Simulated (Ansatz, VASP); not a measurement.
## Two plane-wave programs on Ti5C

```
Ti C
1.0
     4.79070    0.00000    0.00000
    -2.39535    4.14887    0.00000
     0.00000    0.00000    7.37888
Ti C
5 1
Direct
  0.00000 0.00000 0.25860
  0.00000 0.00000 0.74140
  0.50000 0.00000 0.00000
  0.00000 0.50000 0.00000
  0.50000 0.50000 0.00000
  0.00000 0.00000 0.00000
```

Alike in both runs: functional PBE; k mesh 12 × 12 × 6; occupations gaussian, width 0.1 eV; no spin polarisation.

Ansatz relaxed the structure, and its values are those at the end. VASP's run is a single point on that final structure, the one shown.

|  | VASP | Ansatz |
| --- | --- | --- |
| version | VASP 6.6.1 | Ansatz 0.2.0 |
| potentials or method | VASP PAW PBE potentials, release 64 (Ti_sv, C), cutoff 520 eV | scalar-relativistic, plane waves, PAW |
| valence electrons in the cell | 64 | 64 |

VASP gave:

```
gap on the k mesh at the Fermi level (eV) : none
pressure (GPa)                            : 0.1
```

Problem. What did Ansatz give for the same quantities?

Solution. gap on the k mesh at the Fermi level (eV): none; pressure (GPa): 0.0.

A gap of «none» marks a metal or a gap that the smearing closes. The functional is the same, so the differences come from potentials, cutoffs and numerics.
